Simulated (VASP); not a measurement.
TlPb2, 6 atoms in the cell. It takes space group Fd-3m (No. 227, cubic). The conventional cell has a = 9.370 Å, b = 9.370 Å, c = 9.370 Å, α = 90.00°, β = 90.00°, γ = 90.00°. Tl (site symmetry -43m) has 12 Pb at 3.88 Å and 4 Tl at 4.06 Å within 5.1 Å. Pb (site symmetry -3m) has 6 Pb at 3.31 Å and 6 Tl at 3.88 Å within 4.4 Å. 

| Item | Value |
| --- | --- |
| Program | VASP 6.6.1 |
| Task | single point |
| Functional | PBE |
| Potentials or basis | VASP PAW PBE potentials, release 64 (Tl_d, Pb_d) |
| Cutoff | 520 eV |
| k mesh | 8 × 8 × 8 |
| Occupations | gaussian, width 0.1 eV |
| Spin | no spin polarisation |
| Dipole correction | no |
| Further INCAR settings | ALGO = Fast; EDIFF = 1e-06; NBANDS = 50 |

Potentials or basis: VASP PAW PBE potentials, release 64 (Tl_d, Pb_d).

Command:

```sh
$ cat potpaw_PBE.64/Tl_d/POTCAR potpaw_PBE.64/Pb_d/POTCAR > POTCAR
$ mpirun -np 1 vasp_std > vasp.out
```

Hardware: 1 thread of Intel Xeon 8259CL, with other jobs on the host.

**Question.** Estimate the wall time of this run.

**Answer.** It took 13 min on 1 thread of Intel Xeon 8259CL, on a shared host, peak memory 0.49 GiB. Counts: scf iterations 14, k points 29.
